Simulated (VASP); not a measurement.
# AlN (I-4m2) in VASP: a series of runs

AlN is run at these levels: r2SCAN; tasks: single point.

All numbers are computed with VASP 6.6.1; they aren't measurements. Logs are shortened: lines on timing, memory, paths and dates and some standing lists are left out, and cuts for length are marked.

### 1 The cell of the first run

The structure is tetragonal, space group I-4m2 (No. 119). Conventional cell: a = 3.089 Å, b = 3.089 Å, c = 3.931 Å, α = 90.00°, β = 90.00°, γ = 90.00°. Al (site symmetry -4m2) has 4 N at 1.83 Å within 2.4 Å. N (site symmetry -4m2) has 4 Al at 1.83 Å within 2.4 Å.

### 2 Single point, r2SCAN (strain -0.1000 x Voigt [0, 0, 1, 0, 0, 0])

File POSCAR:

```
AlN
1.0
    0.0000000000      2.1839935596      1.9655942036
    2.1839935596      0.0000000000      1.9655942036
    2.1839935596      2.1839935596      0.0000000000
Al N
1 1
Direct
    0.0000000000      0.0000000000      0.0000000000
    0.7500000000      0.7500000000      0.7500000000
```

File INCAR.step1:

```
SYSTEM = AlN
PREC = Accurate
ENCUT = 520
ISMEAR = 0
SIGMA = 0.05
LREAL = .False.
LASPH = .True.
NELM = 80
NBANDS = 11
GGA = PE
ALGO = Normal
EDIFF = 1E-4
LWAVE = .True.
LCHARG = .False.
```

File INCAR.step2:

```
SYSTEM = AlN
PREC = Accurate
ENCUT = 520
EDIFF = 1E-7
ISMEAR = 0
SIGMA = 0.05
LREAL = .False.
LASPH = .True.
NELM = 80
ALGO = Normal
ISIF = 2
LWAVE = .False.
LCHARG = .False.
METAGGA = R2SCAN
LMIXTAU = .True.
NBANDS = 11
ISTART = 1
```

File KPOINTS:

```
Automatic mesh
0
Gamma
  10 10 10
  0 0 0
```

Potentials or basis: VASP PAW PBE potentials, release 64 (Al, N).

Command:

```bash
> cat potpaw_PBE.64/Al/POTCAR potpaw_PBE.64/N/POTCAR > POTCAR
> cp INCAR.step1 INCAR
> mpirun -np 1 vasp_std > vasp.out
> cp INCAR.step2 INCAR
> mpirun -np 1 vasp_std > vasp.out
```

OUTCAR:

```text
SYSTEM = AlN
   PREC = Accurate
   ENCUT = 520
   EDIFF = 1E-7
   ISMEAR = 0
   LREAL = .False.
   LASPH = .True.
   NELM = 80
   ISIF = 2
   METAGGA = R2SCAN
   ISTART = 1

 ion  position               nearest neighbor table
   1  0.000  0.000  0.000-   2 1.83   2 1.83   2 1.83   2 1.83
   2  0.750  0.750  0.750-   1 1.83   1 1.83   1 1.83   1 1.83

  LATTYP: Found a body centered tetragonal cell.
 ALAT       =     3.0886333121
 C/A-ratio  =     1.2727922061

  Lattice vectors:

 A1 = (   0.0000000000,  -2.1839935596,  -1.9655942036)
 A2 = (   0.0000000000,   2.1839935596,  -1.9655942036)
 A3 = (   2.1839935596,   0.0000000000,   1.9655942036)

Analysis of symmetry for initial positions (statically):
=====================================================================
 Subroutine PRICEL returns:
 Original cell was already a primitive cell.

 Routine SETGRP: Setting up the symmetry group for a
 body centered tetragonal supercell.

 Subroutine GETGRP returns: Found  8 space group operations
 (whereof  8 operations were pure point group operations)
 out of a pool of 16 trial point group operations.

The static configuration has the point symmetry D_2d.

Analysis of symmetry for dynamics (positions and initial velocities):
=====================================================================
 Subroutine PRICEL returns:
 Original cell was already a primitive cell.

 Routine SETGRP: Setting up the symmetry group for a
 body centered tetragonal supercell.

 Subroutine GETGRP returns: Found  8 space group operations
 (whereof  8 operations were pure point group operations)
 out of a pool of 16 trial point group operations.

The dynamic configuration has the point symmetry D_2d.

 Subroutine INISYM returns: Found  8 space group operations
 (whereof  8 operations are pure point group operations),
 and found     1 'primitive' translations

----------------------------------------------------------------------------------------

                                     Primitive cell

  volume of cell :      18.7511

  direct lattice vectors                    reciprocal lattice vectors
     0.000000000  2.183993560  1.965594204    -0.228938404  0.228938404  0.254376005
     2.183993560  0.000000000  1.965594204     0.228938404 -0.228938404  0.254376005
     2.183993560  2.183993560  0.000000000     0.228938404  0.228938404 -0.254376005

  length of vectors
     2.938262827  2.938262827  3.088633312     0.411743533  0.411743533  0.411743533
[... 83 lines left out ...]
   EDIFFG = 0.1E-05   stopping-criterion for IOM
   NSW    =      0    number of steps for IOM
   IBRION =     -1    ionic relax: 0-MD 1-quasi-New 2-CG
   NFREE  =      0    steps in history (QN), initial steepest desc. (CG)
   ISIF   =      2    stress and relaxation
   ISYM   =      2    0-nonsym 1-usesym 2-fastsym
   POTIM  = 0.5000    time-step for ionic-motion
   TEBEG  =    0.0;   TEEND  =   0.0 temperature during run
   PSTRESS=    0.0 pullay stress
   NELECT =       8.0000    total number of electrons
   NUPDOWN=      -1.0000    fix difference up-down
   EMIN   =  10.00;   EMAX   =-10.00  energy-range for DOS
   EFERMI =   0.00;   METHOD = LEGACY
   ISMEAR =     0;   SIGMA  =   0.05  broadening in eV -4-tet -1-fermi 0-gaus
   EFERMI_NEDOS =   21; number of points for ismear=-14 and -15
   IALGO  =     38    algorithm
   IMIX   =      4    mixing-type and parameters
     AMIX     =   0.40;   BMIX     =  1.00
     AMIX_MAG =   1.60;   BMIX_MAG =  1.00
  volume/ion in A,a.u.               =       9.38        63.27
  Fermi-wavevector in a.u.,A,eV,Ry     =   1.232431  2.328957 20.665703  1.518886
  Thomas-Fermi vector in A             =   2.367201
   LORBIT       =      0    0 simple, 1 ext, 2 COOP (PROOUT), +10 PAW based schemes
   METAGGA = R2SCAN    functional components
   LHFCALC =     F    Hartree Fock is set to
   AEXX    =    0.0000 exact exchange contribution
   IVDW    =     0    specifies the selected vdW correction
   LEPSILON=     F    determine dielectric tensor
   LRPA    =     F    only Hartree local field effects (RPA)
 non-spin polarized calculation
 Gauss-broadening in eV      SIGMA  =   0.05
  energy-cutoff  :      520.00
  volume of cell :       18.75
 maximum number of plane-waves:       521
 NGX is ok and might be reduce to    24
   NGX = 11   NGY = 11   NGZ = 11

 number of electron       8.0000000 magnetization

 Free energy of the ion-electron system (eV)
  ---------------------------------------------------
  ext. energy  EPLUGINS =         0.00000000
  ---------------------------------------------------
  free energy    TOTEN  =       -18.97329231 eV

  energy without entropy =      -18.97329231  energy(sigma->0) =      -18.97329231

 E-fermi :   7.2528     XC(G=0): -11.9154

 val. band max:        7.0247068396   @ k =   0.0000   0.0000   0.0000
 cond. band min:      10.5209972692   @ k =   0.5000   0.5000   0.0000
 fundamental gap:      3.4962904296
 Fermi energy:         7.2527689817

 k-point     1 :       0.0000    0.0000    0.0000
  band No.  band energies     occupation
      1      -9.6367      2.00000
      2       6.6515      2.00000
      3       6.6515      2.00000
      4       7.0247      2.00000
      5      12.6425      0.00000
      6      21.3705      0.00000
      7      21.4801      0.00000
      8      21.4801      0.00000
      9      24.3293      0.00000
     10      26.7658      0.00000
     11      26.7658      0.00000
[... 309 lines left out ...]
 k-point    24 :       0.4000    0.3000    0.0000
  band No.  band energies     occupation
      1      -7.0749      2.00000
      2       2.5485      2.00000
      3       4.6481      2.00000
      4       4.7022      2.00000
      5      12.7533      0.00000
      6      16.8986      0.00000
      7      22.3927      0.00000
      8      22.8737      0.00000
      9      24.1581      0.00000
     10      29.5770      0.00000
     11      33.4292      0.00000

 [... further k-points ...]
[... 5 lines left out ...]
  --------------------------------------------------------------------------------------
  -------------------------------------------------------------------------------------
  Total        2.6965935      2.6965935      3.7096377      0.0000000      0.0000000     -0.0000000
  in kB      230.4090341    230.4090341    316.9680661      0.0000000      0.0000000     -0.0000000
  external PRESSURE =     259.2620448 kB  Pullay stress =       0.0000000 kB

 VOLUME and BASIS-vectors are now :
 -----------------------------------------------------------------------------
  energy-cutoff  :      520.00
  volume of cell :       18.75
      direct lattice vectors                 reciprocal lattice vectors
     0.000000000  2.183993560  1.965594204    -0.228938404  0.228938404  0.254376005
     2.183993560  0.000000000  1.965594204     0.228938404 -0.228938404  0.254376005
     2.183993560  2.183993560  0.000000000     0.228938404  0.228938404 -0.254376005

 POSITION                                       TOTAL-FORCE (eV/Angst)
 -----------------------------------------------------------------------------------
      0.00000      0.00000      0.00000        -0.000000     -0.000000     -0.000000
      3.27599      3.27599      2.94839         0.000000      0.000000      0.000000
 -----------------------------------------------------------------------------------
    total drift:                               -0.000004     -0.000004      0.000001

  FREE ENERGIE OF THE ION-ELECTRON SYSTEM (eV)
  ---------------------------------------------------
  free  energy   TOTEN  =       -18.9732923137 eV

  energy  without entropy=      -18.9732923137  energy(sigma->0) =      -18.97329231
```

OUTCAR.step1:

```text
SYSTEM = AlN
   PREC = Accurate
   ENCUT = 520
   ISMEAR = 0
   LREAL = .False.
   LASPH = .True.
[... 559 lines left out ...]
      0.00000      0.00000      0.00000        -0.000000     -0.000000     -0.000000
      3.27599      3.27599      2.94839         0.000000      0.000000      0.000000
 -----------------------------------------------------------------------------------
    total drift:                               -0.000000     -0.000000      0.000000

  FREE ENERGIE OF THE ION-ELECTRON SYSTEM (eV)
  ---------------------------------------------------
  free  energy   TOTEN  =       -14.5812454216 eV

  energy  without entropy=      -14.5812454216  energy(sigma->0) =      -14.58124542
```

Run time: 31 s. Hardware: 1 thread of Intel Xeon 6975P-C (Granite Rapids), shared host; peak memory 0.14 GiB.

Results:

```yaml
Free_energy: -18.9733 eV
Pressure: 25.9 GPa
Band_gap_on_the_k_mesh: 3.50 eV, indirect (least direct gap 5.62 eV)
```

Caveat: the cell differs from its parent crystal (strain -0.1000 x Voigt [0, 0, 1, 0, 0, 0]); the PAW data sets were made with another functional, which shifts forces and pressure a little. A k mesh can miss the band edges.

### 3 Single point, r2SCAN (strain -0.0750 x Voigt [0, 0, 1, 0, 0, 0])

File POSCAR:

```
AlN
1.0
    0.0000000000      2.1839935596      2.0201940426
    2.1839935596      0.0000000000      2.0201940426
    2.1839935596      2.1839935596      0.0000000000
Al N
1 1
Direct
    0.0000000000      0.0000000000      0.0000000000
    0.7500000000      0.7500000000      0.7500000000
```

File INCAR.step1:

```
SYSTEM = AlN
PREC = Accurate
ENCUT = 520
ISMEAR = 0
SIGMA = 0.05
LREAL = .FALSE.
LASPH = .TRUE.
NELM = 60
NBANDS = 11
GGA = PE
ALGO = Normal
EDIFF = 1E-4
LWAVE = .TRUE.
LCHARG = .FALSE.
```

File INCAR.step2:

```
SYSTEM = AlN
PREC = Accurate
ENCUT = 520
EDIFF = 1E-6
ISMEAR = 0
SIGMA = 0.05
LREAL = .FALSE.
LASPH = .TRUE.
NELM = 60
ALGO = Normal
ISIF = 2
LWAVE = .FALSE.
LCHARG = .FALSE.
METAGGA = R2SCAN
LMIXTAU = .TRUE.
NBANDS = 11
ISTART = 1
```

File KPOINTS:

```
regular mesh
0
G
  10 10 10
  0 0 0
```

Potentials or basis: VASP PAW PBE potentials, release 64 (Al, N).

Command:

```bash
> cat potpaw_PBE.64/Al/POTCAR potpaw_PBE.64/N/POTCAR > POTCAR
> cp INCAR.step1 INCAR
> mpirun -np 1 vasp_std > vasp.out
> cp INCAR.step2 INCAR
> mpirun -np 1 vasp_std > vasp.out
```

Wall time 25 s (1 thread of Intel Xeon 6975P-C (Granite Rapids), shared host); peak memory 0.14 GiB.

It converged, with:

| Item | Value |
| --- | --- |
| Free energy | -19.0639 eV |
| Pressure | 18.4 GPa |
| Band gap on the k mesh | 3.59 eV, indirect (least direct gap 5.42 eV) |

Stress tensor (GPa, compression positive):
```
15.83  0.00  0.00
 0.00 15.83  0.00
 0.00  0.00 23.60
```

Levels at points of the mesh, in eV from the valence-band top:
| k point | band 1 | band 2 | band 3 | band 4 | band 5 | band 6 | band 7 | band 8 |
| --- | --- | --- | --- | --- | --- | --- | --- | --- |
| (0.00, 0.00, 0.00) | -16.42 | -0.29 | -0.29 | 0.00 | 5.42 | 14.10 | 14.19 | 14.19 |
| (0.50, 0.00, 0.00) | -14.16 | -6.44 | -1.04 | -0.38 | 8.52 | 11.24 | 11.49 | 13.38 |
| (0.50, 0.50, 0.00) | -13.21 | -4.90 | -2.55 | -2.55 | 3.59 | 8.94 | 17.17 | 17.30 |
| (0.50, 0.00, 0.50) | -13.58 | -5.67 | -1.85 | -1.83 | 3.96 | 10.17 | 15.60 | 16.74 |

Caveat: the cell differs from its parent crystal (strain -0.0750 x Voigt [0, 0, 1, 0, 0, 0]); the PAW data sets were made with another functional, which shifts forces and pressure a little. A k mesh can miss the band edges.

### 4 Single point, r2SCAN (strain -0.0500 x Voigt [0, 0, 1, 0, 0, 0])

File POSCAR:

```
AlN
1.0
    0.0000000000      2.1839935596      2.0747938816
    2.1839935596      0.0000000000      2.0747938816
    2.1839935596      2.1839935596      0.0000000000
Al N
1 1
Direct
    0.0000000000      0.0000000000      0.0000000000
    0.7500000000      0.7500000000      0.7500000000
```

File INCAR.step1:

```
PREC = Accurate
ENCUT = 520
ISMEAR = 0
SIGMA = 0.05
LREAL = False
LASPH = True
NELM = 80
NBANDS = 11
GGA = PE
ALGO = Normal
EDIFF = 1E-4
LWAVE = True
LCHARG = False
```

File INCAR.step2:

```
PREC = Accurate
ENCUT = 520
EDIFF = 1E-7
ISMEAR = 0
SIGMA = 0.05
LREAL = False
LASPH = True
NELM = 80
ALGO = Normal
ISIF = 2
LWAVE = False
LCHARG = False
METAGGA = R2SCAN
LMIXTAU = True
NBANDS = 11
ISTART = 1
```

File KPOINTS:

```
regular mesh
0
Gamma
  10 10 10
```

Command:

```bash
> cat potpaw_PBE.64/Al/POTCAR potpaw_PBE.64/N/POTCAR > POTCAR
> cp INCAR.step1 INCAR
> mpirun -np 1 vasp_std > vasp.out
> cp INCAR.step2 INCAR
> mpirun -np 1 vasp_std > vasp.out
```

Wall time 26 s (1 thread of Intel Xeon 6975P-C (Granite Rapids), shared host); peak memory 0.15 GiB.

It converged, with:

| Quantity | Value |
| --- | --- |
| Free energy | -19.1284 eV |
| Pressure | 11.6 GPa |
| Band gap on the k mesh | 3.69 eV, indirect (least direct gap 5.23 eV) |

Stress tensor (GPa, compression positive):
```
 9.62  0.00  0.00
 0.00  9.62  0.00
 0.00  0.00 15.58
```

Levels at points of the mesh, in eV from the valence-band top:
| k point | band 1 | band 2 | band 3 | band 4 | band 5 | band 6 | band 7 | band 8 | band 9 |
| --- | --- | --- | --- | --- | --- | --- | --- | --- | --- |
| (0.00, 0.00, 0.00) | -16.19 | -0.20 | -0.20 | 0.00 | 5.23 | 13.88 | 13.95 | 13.95 | 17.95 |
| (0.50, 0.00, 0.00) | -14.01 | -6.25 | -0.85 | -0.41 | 8.46 | 11.08 | 11.65 | 12.80 | 19.78 |
| (0.50, 0.50, 0.00) | -13.18 | -4.92 | -2.29 | -2.29 | 3.69 | 9.12 | 16.48 | 17.18 | 17.18 |
| (0.50, 0.00, 0.50) | -13.42 | -5.42 | -1.84 | -1.84 | 3.94 | 9.94 | 15.47 | 16.81 | 18.48 |

Caveat: the cell differs from its parent crystal (strain -0.0500 x Voigt [0, 0, 1, 0, 0, 0]); the PAW data sets were made with another functional, which shifts forces and pressure a little.

### 5 Single point, r2SCAN (strain +0.0875 x Voigt [0, 0, 1, 0, 0, 0])

File POSCAR:

```
AlN
1.0
    0.0000000000      2.1839935596      2.3750929961
    2.1839935596      0.0000000000      2.3750929961
    2.1839935596      2.1839935596      0.0000000000
Al N
1 1
Direct
    0.0000000000      0.0000000000      0.0000000000
    0.7500000000      0.7500000000      0.7500000000
```

File INCAR.step1:

```
ALGO = Normal
EDIFF = 1E-4
ENCUT = 520
GGA = PE
ISMEAR = 0
LASPH = T
LCHARG = F
LREAL = F
LWAVE = T
NBANDS = 11
NELM = 80
PREC = Accurate
SIGMA = 0.05
```

File INCAR.step2:

```
ALGO = Normal
EDIFF = 1E-6
ENCUT = 520
ISIF = 2
ISMEAR = 0
ISTART = 1
LASPH = T
LCHARG = F
LMIXTAU = T
LREAL = F
LWAVE = F
METAGGA = R2SCAN
NBANDS = 11
NELM = 80
PREC = Accurate
SIGMA = 0.05
```

File KPOINTS:

```
k-points
0
Gamma
  10 10 10
```

Command:

```bash
> cat potpaw_PBE.64/Al/POTCAR potpaw_PBE.64/N/POTCAR > POTCAR
> cp INCAR.step1 INCAR
> mpirun -np 1 vasp_std > vasp.out
> cp INCAR.step2 INCAR
> mpirun -np 1 vasp_std > vasp.out
```

Run time: 22 s. Hardware: 1 thread of Intel Xeon 6975P-C (Granite Rapids), shared host; peak memory 0.15 GiB.

Results (log left out):

- Free energy: -19.0297 eV
- Pressure: -15.6 GPa
- Band gap on the k mesh: 3.60 eV, indirect (least direct gap 3.94 eV)

Stress tensor (GPa, compression positive):
```
-10.32   0.00   0.00
  0.00 -10.32   0.00
  0.00   0.00 -26.10
```

Levels at points of the mesh, in eV from the valence-band top:
```tsv
k point	band 1	band 2	band 3	band 4	band 5	band 6	band 7	band 8	band 9
(0.00, 0.00, 0.00)	-15.45	-0.44	-0.03	-0.03	3.91	12.48	12.48	12.57	16.06
(0.50, 0.00, 0.00)	-13.66	-5.73	-1.02	-0.29	6.95	10.05	10.88	11.98	17.75
(0.50, 0.50, 0.00)	-13.33	-5.40	-1.44	-1.44	3.99	9.63	12.87	16.11	16.11
(0.50, 0.00, 0.50)	-13.00	-4.62	-2.12	-2.07	3.60	8.31	14.25	14.27	16.69
```

Caveat: the cell differs from its parent crystal (strain +0.0875 x Voigt [0, 0, 1, 0, 0, 0]); the PAW data sets were made with another functional, which shifts forces and pressure a little. A k mesh can miss the band edges.

### 6 Single point, r2SCAN (strain +0.1000 x Voigt [0, 0, 1, 0, 0, 0])

File POSCAR:

```
AlN
1.0
    0.0000000000      2.1839935596      2.4023929156
    2.1839935596      0.0000000000      2.4023929156
    2.1839935596      2.1839935596      0.0000000000
Al N
1 1
Direct
    0.0000000000      0.0000000000      0.0000000000
    0.7500000000      0.7500000000      0.7500000000
```

File INCAR.step1:

```
  ALGO = Normal
  EDIFF = 1E-4
  ENCUT = 520
  GGA = PE
  ISMEAR = 0
  LASPH = True
  LCHARG = False
  LREAL = False
  LWAVE = True
  NBANDS = 11
  NELM = 100
  PREC = Accurate
  SIGMA = 0.05
```

File INCAR.step2:

```
  ALGO = Normal
  EDIFF = 1E-6
  ENCUT = 520
  ISIF = 2
  ISMEAR = 0
  ISTART = 1
  LASPH = True
  LCHARG = False
  LMIXTAU = True
  LREAL = False
  LWAVE = False
  METAGGA = R2SCAN
  NBANDS = 11
  NELM = 100
  PREC = Accurate
  SIGMA = 0.05
```

KPOINTS is that of step 5.

Potentials or basis: VASP PAW PBE potentials, release 64 (Al, N).

Command:

```bash
> cat potpaw_PBE.64/Al/POTCAR potpaw_PBE.64/N/POTCAR > POTCAR
> cp INCAR.step1 INCAR
> mpirun -np 1 vasp_std > vasp.out
> cp INCAR.step2 INCAR
> mpirun -np 1 vasp_std > vasp.out
```

Run time: 21 s. Hardware: 1 thread of Intel Xeon 6975P-C (Granite Rapids), shared host; peak memory 0.15 GiB.

Results (log left out):

| Property | Result |
| --- | --- |
| Free energy | -18.9845 eV |
| Pressure | -17.4 GPa |
| Band gap on the k mesh | 3.55 eV, indirect (least direct gap 3.79 eV) |

Stress tensor (GPa, compression positive):
```
-11.28   0.00   0.00
  0.00 -11.28   0.00
  0.00   0.00 -29.65
```

Levels at points of the mesh, in eV from the valence-band top:
```
           k point  band 2  band 3  band 4  band 5  band 6  band 7
(0.00, 0.00, 0.00)   -0.51   -0.03   -0.03    3.76   12.33   12.33
(0.50, 0.00, 0.00)   -5.71   -1.10   -0.27    6.74    9.94   10.79
(0.50, 0.50, 0.00)   -5.46   -1.40   -1.40    3.99    9.64   12.56
(0.50, 0.00, 0.50)   -4.58   -2.17   -2.11    3.55    8.15   13.92
```

Caveat: the cell differs from its parent crystal (strain +0.1000 x Voigt [0, 0, 1, 0, 0, 0]); the PAW data sets were made with another functional, which shifts forces and pressure a little. A k mesh can miss the band edges.

### 7 Summary

| cell | gap on the mesh (eV) | pressure (GPa) |
| --- | --- | --- |
| a = 2.938, b = 2.938, c = 3.089 Å, angles 58.3, 58.3, 63.4°, 2 atoms | 3.50 | 25.9 |
| a = 2.975, b = 2.975, c = 3.089 Å, angles 58.7, 58.7, 62.5°, 2 atoms | 3.59 | 18.4 |
| a = 3.012, b = 3.012, c = 3.089 Å, angles 59.2, 59.2, 61.7°, 2 atoms | 3.69 | 11.6 |
| a = 3.227, b = 3.227, c = 3.089 Å, angles 61.4, 61.4, 57.2°, 2 atoms | 3.60 | -15.6 |
| a = 3.247, b = 3.247, c = 3.089 Å, angles 61.6, 61.6, 56.8°, 2 atoms | 3.55 | -17.4 |

Alike in all rows: task single point; level r2SCAN; potentials or basis VASP PAW PBE potentials, release 64 (Al, N); no spin polarisation; k mesh 10 × 10 × 10; cutoff (eV) 520; smearing gaussian 0.05 eV.

Caveats: the PAW data sets were made with another functional, which shifts forces and pressure a little.

Total energies depend on the potentials used, so only differences within one code and one set of settings carry meaning.
